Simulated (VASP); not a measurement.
# Sn (I4/mmm) in VASP: a series of runs

Runs on Sn. Level: r2SCAN. Tasks: single point.

All numbers are computed with VASP 6.6.1; they aren't measurements. Logs are shortened: lines on timing, memory, paths and dates and some standing lists are left out, and cuts for length are marked.

## Step 1: The cell of the first run

The structure is tetragonal, space group I4/mmm (No. 139). The conventional cell has a = 3.815 Å, b = 3.815 Å, c = 3.789 Å, α = 90.00°, β = 90.00°, γ = 90.00°. Sn (site symmetry 4/mmm) has 14 Sn at 3.30 to 3.81 Å within 4.3 Å.

This isn't the form of Sn at room conditions, which is tetragonal (white tin).

## Step 2: Single point, r2SCAN

POSCAR reads:

```
Sn
1.0
   -1.9072830133      1.9072830133      1.8946520000
    1.9072830133     -1.9072830133      1.8946520000
    1.9072830133      1.9072830133     -1.8946520000
Sn
1
Direct
    0.0000000000      0.0000000000      0.0000000000
```

INCAR.step1 reads:

```
SYSTEM = Sn
PREC     = Accurate       ! precision mode
ENCUT    = 520            ! plane-wave cutoff, eV
ISMEAR   = -1             ! smearing method
SIGMA    = 0.05           ! smearing width, eV
LREAL    = .False.        ! projectors in reciprocal space
LASPH    = .True.         ! aspherical terms in the spheres
NELM     = 100            ! most SCF steps
NBANDS   = 13             ! bands
GGA      = PE             ! functional
ALGO     = Normal         ! electronic algorithm
EDIFF    = 1E-4           ! SCF threshold, eV
LWAVE    = .True.         ! write WAVECAR
LCHARG   = .False.        ! write CHGCAR
```

INCAR.step2 reads:

```
SYSTEM = Sn
PREC     = Accurate       ! precision mode
ENCUT    = 520            ! plane-wave cutoff, eV
EDIFF    = 1E-6           ! SCF threshold, eV
ISMEAR   = -1             ! smearing method
SIGMA    = 0.05           ! smearing width, eV
LREAL    = .False.        ! projectors in reciprocal space
LASPH    = .True.         ! aspherical terms in the spheres
NELM     = 100            ! most SCF steps
ALGO     = Normal         ! electronic algorithm
ISIF     = 2              ! what is computed and relaxed
LWAVE    = .False.        ! write WAVECAR
LCHARG   = .True.         ! write CHGCAR
METAGGA  = R2SCAN         ! meta-GGA
LMIXTAU  = .True.       
LELF     = .True.         ! ELF
LVHAR    = .True.       
NBANDS   = 13             ! bands
ISTART   = 1
```

KPOINTS reads:

```
regular mesh
0
Gamma
  13 13 13
  0 0 0
```

Potentials or basis: VASP PAW PBE potentials, release 64 (Sn_d).

The run is started by

```bash
$ cat potpaw_PBE.64/Sn_d/POTCAR > POTCAR
$ cp INCAR.step1 INCAR
$ mpirun -np 1 vasp_std > vasp.out
$ cp INCAR.step2 INCAR
$ mpirun -np 1 vasp_std > vasp.out
```

OUTCAR:

```text
SYSTEM = Sn
   PREC = Accurate
   ENCUT = 520
   EDIFF = 1E-6
   ISMEAR = -1
   LREAL = .False.
   LASPH = .True.
   NELM = 100
   ISIF = 2
   METAGGA = R2SCAN
   ISTART = 1

 ion  position               nearest neighbor table
   1  0.000  0.000  0.000-

  LATTYP: Found a body centered tetragonal cell.
 ALAT       =     3.8145660266
 C/A-ratio  =     0.9933774835

  Lattice vectors:

 A1 = (  -1.9072830133,   1.9072830133,   1.8946520000)
 A2 = (   1.9072830133,  -1.9072830133,   1.8946520000)
 A3 = (   1.9072830133,   1.9072830133,  -1.8946520000)

Analysis of symmetry for initial positions (statically):
=====================================================================
 Subroutine PRICEL returns:
 Original cell was already a primitive cell.

 Routine SETGRP: Setting up the symmetry group for a
 body centered tetragonal supercell.

 Subroutine GETGRP returns: Found 16 space group operations
 (whereof 16 operations were pure point group operations)
 out of a pool of 16 trial point group operations.

The static configuration has the point symmetry D_4h.

Analysis of symmetry for dynamics (positions and initial velocities):
=====================================================================
 Subroutine PRICEL returns:
 Original cell was already a primitive cell.

 Routine SETGRP: Setting up the symmetry group for a
 body centered tetragonal supercell.

 Subroutine GETGRP returns: Found 16 space group operations
 (whereof 16 operations were pure point group operations)
 out of a pool of 16 trial point group operations.

The dynamic configuration has the point symmetry D_4h.

 Subroutine INISYM returns: Found 16 space group operations
 (whereof 16 operations are pure point group operations),
 and found     1 'primitive' translations

----------------------------------------------------------------------------------------

                                     Primitive cell

  volume of cell :      27.5689

  direct lattice vectors                    reciprocal lattice vectors
    -1.907283013  1.907283013  1.894652000     0.000000000  0.262153019  0.263900706
     1.907283013 -1.907283013  1.894652000     0.262153019  0.000000000  0.263900706
     1.907283013  1.907283013 -1.894652000     0.262153019  0.262153019  0.000000000

  length of vectors
     3.296234698  3.296234698  3.296234698     0.371978209  0.371978209  0.370740355

  position of ions in fractional coordinates (direct lattice)
[... 83 lines left out ...]
   ISIF   =      2    stress and relaxation
   ISYM   =      2    0-nonsym 1-usesym 2-fastsym
   POTIM  = 0.5000    time-step for ionic-motion
   TEBEG  =    0.0;   TEEND  =   0.0 temperature during run
   PSTRESS=    0.0 pullay stress
   NELECT =      14.0000    total number of electrons
   NUPDOWN=      -1.0000    fix difference up-down
   EMIN   =  10.00;   EMAX   =-10.00  energy-range for DOS
   EFERMI =   0.00;   METHOD = LEGACY
   ISMEAR =    -1;   SIGMA  =   0.05  broadening in eV -4-tet -1-fermi 0-gaus
   EFERMI_NEDOS =   21; number of points for ismear=-14 and -15
   IALGO  =     38    algorithm
   IMIX   =      4    mixing-type and parameters
     AMIX     =   0.40;   BMIX     =  1.00
     AMIX_MAG =   1.60;   BMIX_MAG =  1.00
  volume/ion in A,a.u.               =      27.57       186.04
  Fermi-wavevector in a.u.,A,eV,Ry     =   1.306104  2.468178 23.210266  1.705906
  Thomas-Fermi vector in A             =   2.436928
   LORBIT       =      0    0 simple, 1 ext, 2 COOP (PROOUT), +10 PAW based schemes
   METAGGA = R2SCAN    functional components
   LHFCALC =     F    Hartree Fock is set to
   AEXX    =    0.0000 exact exchange contribution
   IVDW    =     0    specifies the selected vdW correction
   LEPSILON=     F    determine dielectric tensor
   LRPA    =     F    only Hartree local field effects (RPA)
 non-spin polarized calculation
  energy-cutoff  :      520.00
  volume of cell :       27.57
 maximum number of plane-waves:       752
 NGX is ok and might be reduce to    28
   NGX = 13   NGY = 13   NGZ = 13

 number of electron      13.9999996 magnetization

 Free energy of the ion-electron system (eV)
  ---------------------------------------------------
  ext. energy  EPLUGINS =         0.00000000
  ---------------------------------------------------
  free energy    TOTEN  =       -24.49907719 eV

  energy without entropy =      -24.49261494  energy(sigma->0) =      -24.49584606

 E-fermi :   7.8101     XC(G=0): -11.1836

 val. band max:        7.8061391191   @ k =  -0.3846   0.1538  -0.0000
 cond. band min:       7.8231542523   @ k =  -0.4615  -0.4615   0.2308
 fundamental gap:      0.0170151332
 Fermi energy:         7.8100570264

 k-point     1 :       0.0000    0.0000    0.0000
  band No.  band energies     occupation
      1     -14.3960      2.00000
      2     -14.3945      2.00000
      3     -14.3945      2.00000
      4     -14.2505      2.00000
      5     -14.2467      2.00000
      6      -3.6818      2.00000
      7      16.1383      0.00000
      8      16.1383      0.00000
      9      16.1842      0.00000
     10      20.7174      0.00000
     11      20.7174      0.00000
     12      20.8129      0.00000
     13      20.8841      0.00000
[... 354 lines left out ...]
  band No.  band energies     occupation
      1     -14.4230      2.00000
      2     -14.3573      2.00000
      3     -14.2654      2.00000
      4     -14.2593      2.00000
      5     -14.1857      2.00000
      6       1.2636      2.00000
      7       4.0584      2.00000
      8       9.1149      0.00000
      9      12.5420      0.00000
     10      17.3609      0.00000
     11      20.1811      0.00000
     12      22.1451      0.00000
     13      23.4151      0.00000

 [... further k-points ...]

------------------------ aborting loop because EDIFF is reached ----------------------------------------

  FORCE on cell =-STRESS in cart. coord.  units (eV):
  Direction    XX          YY          ZZ          XY          YZ          ZX
  --------------------------------------------------------------------------------------
  -------------------------------------------------------------------------------------
  Total       -0.1542239     -0.1542239     -0.2013461      0.0000000      0.0000000      0.0000000
  in kB       -8.9627781     -8.9627781    -11.7013013      0.0000000      0.0000000      0.0000000
  external PRESSURE =      -9.8756192 kB  Pullay stress =       0.0000000 kB

 VOLUME and BASIS-vectors are now :
 -----------------------------------------------------------------------------
  energy-cutoff  :      520.00
  volume of cell :       27.57
      direct lattice vectors                 reciprocal lattice vectors
    -1.907283013  1.907283013  1.894652000     0.000000000  0.262153019  0.263900706
     1.907283013 -1.907283013  1.894652000     0.262153019  0.000000000  0.263900706
     1.907283013  1.907283013 -1.894652000     0.262153019  0.262153019  0.000000000

 POSITION                                       TOTAL-FORCE (eV/Angst)
 -----------------------------------------------------------------------------------
      0.00000      0.00000      0.00000         0.000000     -0.000000      0.000000
 -----------------------------------------------------------------------------------
    total drift:                                0.000000      0.000000      0.000000

  FREE ENERGIE OF THE ION-ELECTRON SYSTEM (eV)
  ---------------------------------------------------
  free  energy   TOTEN  =       -24.4990771903 eV

  energy  without entropy=      -24.4926149360  energy(sigma->0) =      -24.49584606
```

Wall time 2.9 min (1 thread of AMD EPYC 9R45 (Zen 5), shared host); peak memory 0.18 GiB.

Results:

```
Free energy            : -24.4991 eV
Pressure               : -1.0 GPa
Band gap on the k mesh : zero (bands 7 and 8 overlap by 10.71 eV)
```

Levels at points of the mesh, in eV from the Fermi level:
```tsv
k point	band 4	band 5	band 6	band 7	band 8	band 9	band 10	band 11
(0.00, 0.00, 0.00)	-22.06	-22.06	-11.49	8.33	8.33	8.37	12.91	12.91
```

Caveat: the PAW data sets were made with another functional, which shifts forces and pressure a little; spin-orbit coupling is left out, which moves the levels of the heavy elements.

## Step 3: Single point, r2SCAN

This run uses another cell than the first one, of 27.75 Å³/atom.

POSCAR reads:

```
Sn
1.0
   -1.9135985200      1.9135985200      1.8946520000
    1.9135985200     -1.9135985200      1.8946520000
    1.9135985200      1.9135985200     -1.8946520000
Sn
1
Direct
    0.0000000000      0.0000000000      0.0000000000
```

INCAR.step1 reads:

```
SYSTEM = Sn
ALGO = Normal ; EDIFF = 1E-4
ENCUT = 520 ; GGA = PE
ISMEAR = -1 ; LASPH = .TRUE.
LCHARG = .FALSE. ; LREAL = .FALSE.
LWAVE = .TRUE. ; NBANDS = 13
NELM = 100 ; PREC = Accurate
SIGMA = 0.05
```

INCAR.step2 reads:

```
SYSTEM = Sn
ALGO = Normal ; EDIFF = 1E-7
ENCUT = 520 ; ISIF = 2
ISMEAR = -1 ; ISTART = 1
LASPH = .TRUE. ; LCHARG = .FALSE.
LMIXTAU = .TRUE. ; LREAL = .FALSE.
LWAVE = .FALSE. ; METAGGA = R2SCAN
NBANDS = 13 ; NELM = 100
PREC = Accurate ; SIGMA = 0.05
```

KPOINTS reads:

```
k-points
0
G
  13 13 13
  0 0 0
```

Potentials or basis: VASP PAW PBE potentials, release 64 (Sn_d).

The run is started by

```bash
$ cat potpaw_PBE.64/Sn_d/POTCAR > POTCAR
$ cp INCAR.step1 INCAR
$ mpirun -np 1 vasp_std > vasp.out
$ cp INCAR.step2 INCAR
$ mpirun -np 1 vasp_std > vasp.out
```

OUTCAR:

```text
SYSTEM = Sn
   EDIFF = 1E-7
   ENCUT = 520
   ISIF = 2
   ISMEAR = -1
   ISTART = 1
   LASPH = .TRUE.
   LREAL = .FALSE.
   METAGGA = R2SCAN
   NELM = 100
   PREC = Accurate

 ion  position               nearest neighbor table
   1  0.000  0.000  0.000-

  LATTYP: Found a body centered tetragonal cell.
 ALAT       =     3.8271970400
 C/A-ratio  =     0.9900990099

  Lattice vectors:

 A1 = (  -1.9135985200,   1.9135985200,   1.8946520000)
 A2 = (   1.9135985200,  -1.9135985200,   1.8946520000)
 A3 = (   1.9135985200,   1.9135985200,  -1.8946520000)

Analysis of symmetry for initial positions (statically):
=====================================================================
 Subroutine PRICEL returns:
 Original cell was already a primitive cell.

 Routine SETGRP: Setting up the symmetry group for a
 body centered tetragonal supercell.

 Subroutine GETGRP returns: Found 16 space group operations
 (whereof 16 operations were pure point group operations)
 out of a pool of 16 trial point group operations.

The static configuration has the point symmetry D_4h.

Analysis of symmetry for dynamics (positions and initial velocities):
=====================================================================
 Subroutine PRICEL returns:
 Original cell was already a primitive cell.

 Routine SETGRP: Setting up the symmetry group for a
 body centered tetragonal supercell.

 Subroutine GETGRP returns: Found 16 space group operations
 (whereof 16 operations were pure point group operations)
 out of a pool of 16 trial point group operations.

The dynamic configuration has the point symmetry D_4h.

 Subroutine INISYM returns: Found 16 space group operations
 (whereof 16 operations are pure point group operations),
 and found     1 'primitive' translations

----------------------------------------------------------------------------------------

                                     Primitive cell
[... 114 lines left out ...]
   METAGGA = R2SCAN    functional components
   LHFCALC =     F    Hartree Fock is set to
   AEXX    =    0.0000 exact exchange contribution
   IVDW    =     0    specifies the selected vdW correction
   LEPSILON=     F    determine dielectric tensor
   LRPA    =     F    only Hartree local field effects (RPA)
 non-spin polarized calculation
  energy-cutoff  :      520.00
  volume of cell :       27.75
 maximum number of plane-waves:       764
 NGX is ok and might be reduce to    28
   NGX = 13   NGY = 13   NGZ = 13

 number of electron      13.9999997 magnetization

 Free energy of the ion-electron system (eV)
  ---------------------------------------------------
  ext. energy  EPLUGINS =         0.00000000
  ---------------------------------------------------
  free energy    TOTEN  =       -24.49799799 eV

  energy without entropy =      -24.49159002  energy(sigma->0) =      -24.49479401

 E-fermi :   7.7305     XC(G=0): -11.1481

 val. band max:        7.7199341121   @ k =  -0.4615   0.4615   0.3846
 cond. band min:       7.7311812671   @ k =  -0.3846   0.1538  -0.0000
 fundamental gap:      0.0112471550
 Fermi energy:         7.7305202479

 k-point     1 :       0.0000    0.0000    0.0000
  band No.  band energies     occupation
      1     -14.4717      2.00000
      2     -14.4697      2.00000
      3     -14.4697      2.00000
      4     -14.3298      2.00000
      5     -14.3240      2.00000
      6      -3.7116      2.00000
      7      15.9864      0.00000
      8      15.9864      0.00000
      9      16.0556      0.00000
     10      20.6115      0.00000
     11      20.6115      0.00000
     12      20.7102      0.00000
     13      20.7542      0.00000
[... 354 lines left out ...]
  band No.  band energies     occupation
      1     -14.4978      2.00000
      2     -14.4332      2.00000
      3     -14.3434      2.00000
      4     -14.3369      2.00000
      5     -14.2649      2.00000
      6       1.1969      2.00000
      7       4.0128      2.00000
      8       9.0183      0.00000
      9      12.4324      0.00000
     10      17.2195      0.00000
     11      20.0376      0.00000
     12      22.0823      0.00000
     13      23.2595      0.00000

 [... further k-points ...]

------------------------ aborting loop because EDIFF is reached ----------------------------------------

  FORCE on cell =-STRESS in cart. coord.  units (eV):
  Direction    XX          YY          ZZ          XY          YZ          ZX
  --------------------------------------------------------------------------------------
  -------------------------------------------------------------------------------------
  Total       -0.1975765     -0.1975765     -0.2757125      0.0000000      0.0000000      0.0000000
  in kB      -11.4065622    -11.4065622    -15.9175424      0.0000000      0.0000000      0.0000000
  external PRESSURE =     -12.9102223 kB  Pullay stress =       0.0000000 kB

 VOLUME and BASIS-vectors are now :
 -----------------------------------------------------------------------------
  energy-cutoff  :      520.00
  volume of cell :       27.75
      direct lattice vectors                 reciprocal lattice vectors
    -1.913598520  1.913598520  1.894652000     0.000000000  0.261287828  0.263900706
     1.913598520 -1.913598520  1.894652000     0.261287828  0.000000000  0.263900706
     1.913598520  1.913598520 -1.894652000     0.261287828  0.261287828  0.000000000

 POSITION                                       TOTAL-FORCE (eV/Angst)
 -----------------------------------------------------------------------------------
      0.00000      0.00000      0.00000        -0.000000      0.000000     -0.000000
 -----------------------------------------------------------------------------------
    total drift:                                0.000000      0.000000      0.000000

  FREE ENERGIE OF THE ION-ELECTRON SYSTEM (eV)
  ---------------------------------------------------
  free  energy   TOTEN  =       -24.4979979897 eV

  energy  without entropy=      -24.4915900229  energy(sigma->0) =      -24.49479401
```

Wall time 3 min (1 thread of AMD EPYC 9R45 (Zen 5), shared host); peak memory 0.18 GiB.

Results:

```
Free energy            : -24.4980 eV
Pressure               : -1.3 GPa
Band gap on the k mesh : zero (bands 7 and 8 overlap by 10.62 eV)
```

Stress tensor (GPa, compression positive):
```
-1.14  0.00  0.00
 0.00 -1.14  0.00
 0.00  0.00 -1.59
```

Caveat: the PAW data sets were made with another functional, which shifts forces and pressure a little; spin-orbit coupling is left out, which moves the levels of the heavy elements.
